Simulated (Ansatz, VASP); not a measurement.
TiTe2: VASP beside Ansatz

```
Te Ti
1.0
     3.75165    0.00000    0.00000
    -1.87583    3.24902    0.00000
     0.00000    0.00000    6.45439
Te Ti
2 1
Cartesian
  0.0000 2.1660 4.7582
  1.8758 1.0830 1.6962
  0.0000 0.0000 0.0000
```

Alike in both runs: task single point; functional r2SCAN; k mesh 8 × 8 × 4; occupations fermi-dirac, width 0.05 eV; no spin polarisation.

```csv
,VASP,Ansatz
version,VASP 6.6.1,Ansatz 0.2.0
potentials or method,"VASP PAW PBE potentials, release 64 (Te, Ti_sv)",Ansatz PAW
plane-wave cutoff (eV),520,500
valence electrons in the cell,24,44
```

Ansatz gave:

```
gap on the k mesh at the Fermi level (eV)                     : none
pressure (GPa)                                                : 2.4
traceless stress, the component that is largest in VASP (GPa) : -0.35
rms of the force components (eV/Å)                            : 0.018
```

Which values does VASP return?

gap on the k mesh at the Fermi level (eV): none; pressure (GPa): 2.5; traceless stress, the component that is largest in VASP (GPa): -0.38; rms of the force components (eV/Å): 0.008.

VASP's potentials were made for PBE, not for r2SCAN. Atom by atom the forces differ by 0.009 eV/Å (rms over components). A gap of «none» marks a metal or a gap that the smearing closes. With one functional, cell and mesh, what is left measures potentials, basis and numerics. VASP's potentials hold 24 valence electrons a cell and Ansatz's 44, so a difference there can come from the potentials and not from the codes.

Spin-orbit coupling is off throughout.
